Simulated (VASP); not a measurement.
**Li4Nb4O11 (a cell with a defect): single point with PBE**

Li4Nb4O11 (a cell with a defect):

```
Li Nb O
1.0
     5.22310    0.00000    0.00000
     0.00000    3.01556   -4.59846
     0.00000    6.03112    4.59846
Li Nb O
4 4 11
Direct
  0.00000 0.50000 0.25000
  0.50000 0.00000 0.75000
  0.00000 0.50000 0.75000
  0.50000 0.00000 0.25000
  0.50000 0.50000 0.50000
  0.00000 0.00000 0.00000
  0.00000 0.00000 0.50000
  0.50000 0.50000 0.00000
  0.88033 0.00000 0.25000
  0.38033 0.50000 0.75000
  0.80984 0.69016 0.94016
  0.80984 0.30984 0.55984
  0.30984 0.80984 0.05984
  0.11967 0.00000 0.75000
  0.61967 0.50000 0.25000
  0.69016 0.80984 0.55984
  0.19016 0.30984 0.05984
  0.20512 0.75266 0.44016
  0.69016 0.19016 0.94016
```

This cell differs from its parent crystal: atom 18 moved 0.125 of the way to it and +0.000 Å across, host rigid.

```json
{"Program": "VASP 6.6.1", "Task": "single point", "Functional": "PBE", "Potentials or basis": "VASP PAW PBE potentials, release 64 (Li_sv, Nb_sv, O)", "Cutoff": "520 eV", "k mesh": "4 × 4 × 4", "Occupations": "gaussian, width 0.05 eV", "Spin": "no spin polarisation", "Dipole correction": "no", "Charge": "2", "Further INCAR settings": "LREAL = Auto; ALGO = Normal; EDIFF = 1e-07; NBANDS = 80; NELECT = 128.0"}
```

| Quantity | Value |
| --- | --- |
| Largest force | 5.462 eV/Å |

Forces on the atoms (eV/Å):
```
Li  -0.271 -0.412 -0.689
Li   0.105  0.566  0.570
Li  -0.197  0.572  0.346
Li   0.393 -1.182 -0.172
Nb   3.838  3.159 -2.264
Nb  -0.162 -0.347 -0.017
Nb  -4.913  1.124  1.313
Nb   0.313 -0.075 -0.157
O    0.394  1.456  0.405
O   -0.215 -2.655 -1.366
O   -0.240  0.052  0.031
O   -1.252  0.312 -1.647
O    0.066 -0.016  0.183
O    0.133 -1.011 -1.364
O   -0.924  1.557  1.972
O   -0.167 -0.823  0.462
O    0.156  0.393  0.237
O    3.031 -2.877  2.347
O   -0.088  0.209 -0.190
```

Levels at points of the mesh, in eV from the Fermi level:
```csv
k point,band 62,band 63,band 64,band 65,band 66,band 67
"(0.00, 0.00, 0.00)",-0.47,-0.41,-0.33,0.36,1.03,1.53
"(0.50, 0.00, 0.00)",-0.74,-0.42,-0.33,0.82,1.50,1.88
"(0.00, 0.50, 0.00)",-0.79,-0.45,-0.39,1.17,1.32,1.68
"(0.50, 0.50, 0.00)",-0.93,-0.85,-0.84,0.76,1.05,1.51
"(0.00, 0.00, 0.50)",-0.46,-0.37,-0.28,0.29,1.04,2.06
"(0.50, 0.00, 0.50)",-0.63,-0.41,-0.32,0.72,1.82,1.98
"(0.00, 0.50, 0.50)",-0.67,-0.43,-0.39,1.00,1.43,2.02
"(0.50, 0.50, 0.50)",-0.97,-0.93,-0.80,0.76,1.03,2.11
```

Run time: 17 min on 1 thread of Intel(R) Xeon(R) Platinum 8259CL CPU @ 2.50GHz (Skylake/Cascade Lake), on a shared host, peak memory 0.53 GiB.

Caveat: the cell carries a net charge on a neutralising background, which shifts energy and pressure; the cell differs from its parent crystal (atom 18 moved 0.125 of the way to it and +0.000 Å across, host rigid); the cell is charged against a uniform background, so pressure and absolute levels hang on convention.
